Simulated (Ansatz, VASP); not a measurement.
## GaP: VASP beside Ansatz

```xyz
2
Lattice="0.0000 2.7805 2.7313 2.7805 0.0000 2.7313 2.7805 2.7805 0.0000" Properties=species:S:1:pos:R:3 pbc="T T T"
Ga    0.0000    0.0000    0.0000
P     1.3903    1.3903    1.3656
```

Change from the starting cell: strained cell.

Alike in both runs: functional PBE; k mesh 8 × 8 × 8; occupations gaussian, width 0.02 eV; no spin polarisation.

Ansatz relaxed the structure, and its values are those at the end. VASP's run is a single point on that final structure, the one shown.

|  | VASP | Ansatz |
| --- | --- | --- |
| version | VASP 6.6.1 | Ansatz 0.2.0 |
| potentials or method | VASP PAW PBE potentials, release 64 (Ga_d, P), cutoff 500 eV | scalar-relativistic, plane waves, PAW |
| valence electrons in the cell | 18 | 18 |

|  | VASP | Ansatz | Ansatz less VASP |
| --- | --- | --- | --- |
| gap on the k mesh at the Fermi level (eV) | 1.41 | 1.42 | +0.003 |
| least direct gap on the mesh (eV) | 1.41 | 1.42 | +0.003 |
| pressure (GPa) | -1.0 | -0.9 | +0.07 |

Ansatz's warnings: stress scf threshold loose.
